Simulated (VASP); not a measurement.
# GaP (F-43m) in VASP: single point with LDA

Aim: the single point of GaP with LDA.

All numbers are computed with VASP 6.6.1; they aren't measurements. Logs are shortened: lines on timing, memory, paths and dates and some standing lists are left out, and cuts for length are marked.

**Experimental background.**

From “Stacking defects in GaP nanowires: Electronic structure and optical properties”, 2018, arxiv:1810.01194, for a bulk crystal of GaP at 10 K: band gap 2.34 eV (indirect).

How close the calculation comes is told below.

### 1 The cell of the first run

It takes space group F-43m (No. 216, cubic). Conventional cell: a = 5.451 Å, b = 5.451 Å, c = 5.451 Å, α = 90.00°, β = 90.00°, γ = 90.00°. Within 3.1 Å of Ga (site symmetry -43m) lie 4 P at 2.36 Å. Within 3.1 Å of P (site symmetry -43m) lie 4 Ga at 2.36 Å.

### 2 Single point, LDA

Input file INCAR:

```
SYSTEM = GaP
PREC = Accurate ; ENCUT = 500
EDIFF = 1E-6 ; ISMEAR = 0
SIGMA = 0.01 ; LREAL = .False.
LASPH = .True. ; NELM = 120
ALGO = Normal ; ISIF = 2
LWAVE = .False. ; LCHARG = .True.
GGA = CA ; LELF = .True.
LVHAR = .True. ; NBANDS = 16
GGA_COMPAT = .False.
```

Input file KPOINTS:

```
regular mesh
0
Gamma
  6 6 6
  0 0 0
```

Input file POSCAR:

```
GaP
1.0
    0.0000000000      2.7252500000      2.7252500000
    2.7252500000      0.0000000000      2.7252500000
    2.7252500000      2.7252500000      0.0000000000
Ga P
1 1
Direct
    0.0000000000      0.0000000000      0.0000000000
    0.2500000000      0.2500000000      0.2500000000
```

Potentials or basis: VASP PAW LDA potentials, release 64 (Ga_d, P).

The run is started by

```
$ cat potpaw_LDA.64/Ga_d/POTCAR potpaw_LDA.64/P/POTCAR > POTCAR
$ mpirun -np 1 vasp_std > vasp.out
```

OUTCAR:

```text
SYSTEM = GaP
   PREC = Accurate
   ENCUT = 500
   EDIFF = 1E-6
   ISMEAR = 0
   LREAL = .False.
   LASPH = .True.
   NELM = 120
   ISIF = 2
   GGA = CA

 ion  position               nearest neighbor table
   1  0.000  0.000  0.000-   2 2.36   2 2.36   2 2.36   2 2.36
   2  0.250  0.250  0.250-   1 2.36   1 2.36   1 2.36   1 2.36

  LATTYP: Found a face centered cubic cell.
 ALAT       =     5.4505000000

  Lattice vectors:

 A1 = (   0.0000000000,   2.7252500000,   2.7252500000)
 A2 = (   2.7252500000,   0.0000000000,   2.7252500000)
 A3 = (   2.7252500000,   2.7252500000,   0.0000000000)

Analysis of symmetry for initial positions (statically):
=====================================================================
 Subroutine PRICEL returns:
 Original cell was already a primitive cell.

 Routine SETGRP: Setting up the symmetry group for a
 face centered cubic supercell.

 Subroutine GETGRP returns: Found 24 space group operations
 (whereof 24 operations were pure point group operations)
 out of a pool of 48 trial point group operations.

The static configuration has the point symmetry T_d .

Analysis of symmetry for dynamics (positions and initial velocities):
=====================================================================
 Subroutine PRICEL returns:
 Original cell was already a primitive cell.

 Routine SETGRP: Setting up the symmetry group for a
 face centered cubic supercell.

 Subroutine GETGRP returns: Found 24 space group operations
 (whereof 24 operations were pure point group operations)
 out of a pool of 48 trial point group operations.

The dynamic configuration has the point symmetry T_d .

 Subroutine INISYM returns: Found 24 space group operations
 (whereof 24 operations are pure point group operations),
 and found     1 'primitive' translations

----------------------------------------------------------------------------------------

                                     Primitive cell

  volume of cell :      40.4808

  direct lattice vectors                    reciprocal lattice vectors
     0.000000000  2.725250000  2.725250000    -0.183469406  0.183469406  0.183469406
     2.725250000  0.000000000  2.725250000     0.183469406 -0.183469406  0.183469406
     2.725250000  2.725250000  0.000000000     0.183469406  0.183469406 -0.183469406

  length of vectors
     3.854085511  3.854085511  3.854085511     0.317778334  0.317778334  0.317778334

  position of ions in fractional coordinates (direct lattice)
     0.000000000  0.000000000  0.000000000
     0.250000000  0.250000000  0.250000000

  ion indices of the primitive-cell ions
   primitive index   ion index
                 1           1
                 2           2

----------------------------------------------------------------------------------------

 KPOINTS: regular mesh

Automatic generation of k-mesh.
 Grid dimensions read from file:
 generate k-points for:    6    6    6

 Generating k-lattice:

  Cartesian coordinates                     Fractional coordinates (reciprocal lattice)
    -0.030578234  0.030578234  0.030578234     0.166666667  0.000000000  0.000000000
     0.030578234 -0.030578234  0.030578234     0.000000000  0.166666667  0.000000000
     0.030578234  0.030578234 -0.030578234     0.000000000  0.000000000  0.166666667

  Length of vectors
     0.052963056  0.052963056  0.052963056

  Shift w.r.t. Gamma in fractional coordinates (k-lattice)
     0.000000000  0.000000000  0.000000000

 Subroutine IBZKPT returns following result:
 ===========================================

 Found     16 irreducible k-points:

 Following reciprocal coordinates:
            Coordinates               Weight
  0.000000  0.000000  0.000000      1.000000
  0.166667  0.000000  0.000000      8.000000
  0.333333  0.000000  0.000000      8.000000
  0.500000  0.000000  0.000000      4.000000
  0.166667  0.166667  0.000000      6.000000
  0.333333  0.166667  0.000000     24.000000
[... 8 lines left out ...]
 -0.333333  0.333333  0.166667     24.000000
 -0.333333  0.500000  0.166667     12.000000
   k-points           NKPTS =     16   k-points in BZ     NKDIM =     16   number of bands    NBANDS=     16
   number of dos      NEDOS =    301   number of ions     NIONS =      2
   total plane-waves  NPLWV =  21952
   dimension x,y,z NGX =    28 NGY =   28 NGZ =   28
   dimension x,y,z NGXF=    56 NGYF=   56 NGZF=   56
   ions per type =               1   1
   NGX,Y,Z   is equivalent  to a cutoff of  12.08, 12.08, 12.08 a.u.
   NGXF,Y,Z  is equivalent  to a cutoff of  24.16, 24.16, 24.16 a.u.
 SYSTEM =  GaP
   PREC   = accura    normal or accurate (medium, high low for compatibility)
   ISTART =      0    job   : 0-new  1-cont  2-samecut
   ICHARG =      2    charge: 1-file 2-atom 10-const
   ISPIN  =      1    spin polarized calculation?
   LNONCOLLINEAR =      F non collinear calculations
   LSORBIT =      F    spin-orbit coupling
   LASPH  =      T    aspherical Exc in radial PAW
   ENCUT  =  500.0 eV  36.75 Ry    6.06 a.u.   7.03  7.03  7.03*2*pi/ulx,y,z
   NELM   =    120;   NELMIN=  2; NELMDL= -5     # of ELM steps
   EDIFF  = 0.1E-05   stopping-criterion for ELM
   LREAL  =      F    real-space projection
   EDIFFG = 0.1E-04   stopping-criterion for IOM
   NSW    =      0    number of steps for IOM
   IBRION =     -1    ionic relax: 0-MD 1-quasi-New 2-CG
   NFREE  =      0    steps in history (QN), initial steepest desc. (CG)
   ISIF   =      2    stress and relaxation
   ISYM   =      2    0-nonsym 1-usesym 2-fastsym
   POTIM  = 0.5000    time-step for ionic-motion
   TEBEG  =    0.0;   TEEND  =   0.0 temperature during run
   PSTRESS=    0.0 pullay stress
   NELECT =      18.0000    total number of electrons
   NUPDOWN=      -1.0000    fix difference up-down
   EMIN   =  10.00;   EMAX   =-10.00  energy-range for DOS
   EFERMI =   0.00;   METHOD = LEGACY
   ISMEAR =     0;   SIGMA  =   0.01  broadening in eV -4-tet -1-fermi 0-gaus
   EFERMI_NEDOS =   21; number of points for ismear=-14 and -15
   IALGO  =     38    algorithm
   IMIX   =      4    mixing-type and parameters
     AMIX     =   0.40;   BMIX     =  1.00
     AMIX_MAG =   1.60;   BMIX_MAG =  1.00
  volume/ion in A,a.u.               =      20.24       136.59
  Fermi-wavevector in a.u.,A,eV,Ry     =   1.249538  2.361284 21.243377  1.561344
  Thomas-Fermi vector in A             =   2.383574
   LORBIT       =      0    0 simple, 1 ext, 2 COOP (PROOUT), +10 PAW based schemes
   GGA     = CA    functional components
   LHFCALC =     F    Hartree Fock is set to
   AEXX    =    0.0000 exact exchange contribution
   IVDW    =     0    specifies the selected vdW correction
   LEPSILON=     F    determine dielectric tensor
   LRPA    =     F    only Hartree local field effects (RPA)
 non-spin polarized calculation
 Gauss-broadening in eV      SIGMA  =   0.01
  energy-cutoff  :      500.00
  volume of cell :       40.48
 maximum number of plane-waves:      1056
   NGX = 13   NGY = 13   NGZ = 13

 number of electron      18.0000016 magnetization

 Free energy of the ion-electron system (eV)
  ---------------------------------------------------
  ext. energy  EPLUGINS =         0.00000000
  ---------------------------------------------------
  free energy    TOTEN  =       -10.42481062 eV

  energy without entropy =      -10.42481062  energy(sigma->0) =      -10.42481062

 E-fermi :   4.6446     XC(G=0): -10.1625

 val. band max:        4.5121028887   @ k =   0.0000   0.0000   0.0000
 cond. band min:       6.0025200163   @ k =   0.5000   0.5000   0.0000
 fundamental gap:      1.4904171276
 Fermi energy:         4.6446183085

 k-point     1 :       0.0000    0.0000    0.0000
  band No.  band energies     occupation
      1     -10.2009      2.00000
      2     -10.2009      2.00000
      3     -10.2009      2.00000
      4     -10.1031      2.00000
      5     -10.1031      2.00000
      6      -7.9992      2.00000
[... 8 lines left out ...]
     15      14.3058      0.00000
     16      14.3058      0.00000

 k-point     2 :       0.1667    0.0000    0.0000
  band No.  band energies     occupation
      1     -10.2216      2.00000
      2     -10.1932      2.00000
      3     -10.1932      2.00000
      4     -10.1030      2.00000
      5     -10.1030      2.00000
      6      -7.6431      2.00000
[... 8 lines left out ...]
     15      13.4356      0.00000
     16      14.2882      0.00000

 k-point     3 :       0.3333    0.0000    0.0000
  band No.  band energies     occupation
      1     -10.2589      2.00000
      2     -10.1809      2.00000
      3     -10.1809      2.00000
      4     -10.0995      2.00000
      5     -10.0995      2.00000
      6      -6.6902      2.00000
[... 8 lines left out ...]
     15      14.1025      0.00000
     16      14.1025      0.00000

 k-point     4 :       0.5000    0.0000    0.0000
  band No.  band energies     occupation
      1     -10.2761      2.00000
      2     -10.1766      2.00000
      3     -10.1766      2.00000
      4     -10.0958      2.00000
      5     -10.0958      2.00000
      6      -5.9139      2.00000
[... 8 lines left out ...]
     15      16.1718      0.00000
     16      16.1718      0.00000

 k-point     5 :       0.1667    0.1667    0.0000
  band No.  band energies     occupation
      1     -10.2348      2.00000
      2     -10.1855      2.00000
      3     -10.1855      2.00000
      4     -10.1104      2.00000
      5     -10.0977      2.00000
      6      -7.5247      2.00000
[... 8 lines left out ...]
     15      14.7397      0.00000
     16      15.1031      0.00000

 k-point     6 :       0.3333    0.1667    0.0000
  band No.  band energies     occupation
      1     -10.2630      2.00000
      2     -10.1746      2.00000
      3     -10.1713      2.00000
      4     -10.1140      2.00000
      5     -10.0933      2.00000
      6      -6.7585      2.00000
[... 8 lines left out ...]
     15      15.2259      0.00000
     16      15.9477      0.00000

 k-point     7 :       0.5000    0.1667    0.0000
  band No.  band energies     occupation
      1     -10.2792      2.00000
      2     -10.1718      2.00000
      3     -10.1656      2.00000
      4     -10.1072      2.00000
      5     -10.0935      2.00000
      6      -5.7716      2.00000
[... 8 lines left out ...]
     15      16.1854      0.00000
     16      16.6002      0.00000

 k-point     8 :      -0.3333    0.1667    0.0000
  band No.  band energies     occupation
      1     -10.2720      2.00000
      2     -10.1738      2.00000
      3     -10.1702      2.00000
      4     -10.1021      2.00000
      5     -10.0999      2.00000
      6      -6.0629      2.00000
[... 8 lines left out ...]
     15      15.1038      0.00000
     16      16.8126      0.00000

 k-point     9 :      -0.1667    0.1667    0.0000
  band No.  band energies     occupation
      1     -10.2464      2.00000
      2     -10.1841      2.00000
      3     -10.1809      2.00000
      4     -10.1067      2.00000
      5     -10.0991      2.00000
      6      -7.0808      2.00000
[... 8 lines left out ...]
     15      14.6606      0.00000
     16      15.9173      0.00000

 k-point    10 :       0.3333    0.3333    0.0000
  band No.  band energies     occupation
      1     -10.2888      2.00000
      2     -10.1534      2.00000
      3     -10.1534      2.00000
      4     -10.1285      2.00000
      5     -10.0869      2.00000
      6      -6.2241      2.00000
[... 8 lines left out ...]
     15      15.9331      0.00000
     16      18.6845      0.00000

 k-point    11 :       0.5000    0.3333    0.0000
  band No.  band energies     occupation
      1     -10.2985      2.00000
      2     -10.1514      2.00000
      3     -10.1453      2.00000
      4     -10.1276      2.00000
      5     -10.0867      2.00000
      6      -5.3466      2.00000
[... 8 lines left out ...]
     15      16.4140      0.00000
     16      17.6569      0.00000

 k-point    12 :      -0.3333    0.3333    0.0000
  band No.  band energies     occupation
      1     -10.2873      2.00000
      2     -10.1635      2.00000
      3     -10.1520      2.00000
      4     -10.1140      2.00000
      5     -10.0962      2.00000
      6      -5.2397      2.00000
[... 8 lines left out ...]
     15      14.0387      0.00000
     16      19.3562      0.00000

 k-point    13 :       0.5000    0.5000    0.0000
  band No.  band energies     occupation
      1     -10.3117      2.00000
      2     -10.1385      2.00000
      3     -10.1368      2.00000
      4     -10.1368      2.00000
      5     -10.0815      2.00000
      6      -4.9939      2.00000
[... 8 lines left out ...]
     15      16.9453      0.00000
     16      17.4324      0.00000

 k-point    14 :       0.5000    0.3333    0.1667
  band No.  band energies     occupation
      1     -10.2812      2.00000
      2     -10.1674      2.00000
      3     -10.1561      2.00000
      4     -10.1171      2.00000
      5     -10.0923      2.00000
      6      -5.9053      2.00000
[... 8 lines left out ...]
     15      16.1881      0.00000
     16      17.6888      0.00000

 k-point    15 :      -0.3333    0.3333    0.1667
  band No.  band energies     occupation
      1     -10.2866      2.00000
      2     -10.1676      2.00000
      3     -10.1495      2.00000
      4     -10.1139      2.00000
      5     -10.0955      2.00000
      6      -5.2371      2.00000
[... 8 lines left out ...]
     15      16.8643      0.00000
     16      17.1820      0.00000

 k-point    16 :      -0.3333    0.5000    0.1667
  band No.  band energies     occupation
      1     -10.2975      2.00000
      2     -10.1563      2.00000
      3     -10.1417      2.00000
      4     -10.1236      2.00000
      5     -10.0900      2.00000
      6      -4.9230      2.00000
[... 8 lines left out ...]
     15      16.3672      0.00000
     16      18.0579      0.00000

------------------------ aborting loop because EDIFF is reached ----------------------------------------

  FORCE on cell =-STRESS in cart. coord.  units (eV):
  Direction    XX          YY          ZZ          XY          YZ          ZX
  --------------------------------------------------------------------------------------
  -------------------------------------------------------------------------------------
  Total       -0.6725618     -0.6725618     -0.6725618      0.0000000     -0.0000000      0.0000000
  in kB      -26.6191244    -26.6191244    -26.6191244      0.0000000     -0.0000000      0.0000000
  external PRESSURE =     -26.6191244 kB  Pullay stress =       0.0000000 kB

 VOLUME and BASIS-vectors are now :
 -----------------------------------------------------------------------------
  energy-cutoff  :      500.00
  volume of cell :       40.48
      direct lattice vectors                 reciprocal lattice vectors
     0.000000000  2.725250000  2.725250000    -0.183469406  0.183469406  0.183469406
     2.725250000  0.000000000  2.725250000     0.183469406 -0.183469406  0.183469406
     2.725250000  2.725250000  0.000000000     0.183469406  0.183469406 -0.183469406

 POSITION                                       TOTAL-FORCE (eV/Angst)
 -----------------------------------------------------------------------------------
      0.00000      0.00000      0.00000        -0.000000     -0.000000      0.000000
      1.36262      1.36262      1.36262         0.000000      0.000000     -0.000000
 -----------------------------------------------------------------------------------
    total drift:                                0.000001      0.000001      0.000000

  FREE ENERGIE OF THE ION-ELECTRON SYSTEM (eV)
  ---------------------------------------------------
  free  energy   TOTEN  =       -10.4248106243 eV

  energy  without entropy=      -10.4248106243  energy(sigma->0) =      -10.42481062
```

Wall time 5.3 s (1 thread of Intel Xeon 6975P-C (Granite Rapids), shared host); peak memory 0.13 GiB.

What came out:

| Quantity | Value |
| --- | --- |
| Free energy | -10.4248 eV |
| Pressure | -2.7 GPa |
| Band gap on the k mesh | 1.49 eV, indirect (least direct gap 1.63 eV) |

Levels at points of the mesh, in eV from the valence-band top:
| k point | band 6 | band 7 | band 8 | band 9 | band 10 | band 11 | band 12 | band 13 |
| --- | --- | --- | --- | --- | --- | --- | --- | --- |
| (0.00, 0.00, 0.00) | -12.51 | 0.00 | 0.00 | 0.00 | 1.63 | 3.79 | 3.79 | 3.79 |
| (0.50, 0.00, 0.00) | -10.43 | -6.71 | -1.13 | -1.13 | 1.51 | 4.63 | 4.63 | 8.04 |
| (0.50, 0.50, 0.00) | -9.51 | -6.84 | -2.71 | -2.71 | 1.49 | 1.68 | 10.45 | 10.45 |

### 3 How close it comes

Step 2. Against the measured gap of GaP, 2.34 eV (indirect; 10 K; quoted in “Stacking defects in GaP nanowires: Electronic structure and optical properties”, 2018, arxiv:1810.01194), the calculated 1.49 eV is off by -0.85 eV. Spin-orbit coupling on Ga is left out. The value is that of LDA on a finite k mesh, which can miss the band edges, without temperature or zero-point motion. Semilocal functionals fall short of measured gaps as a rule.
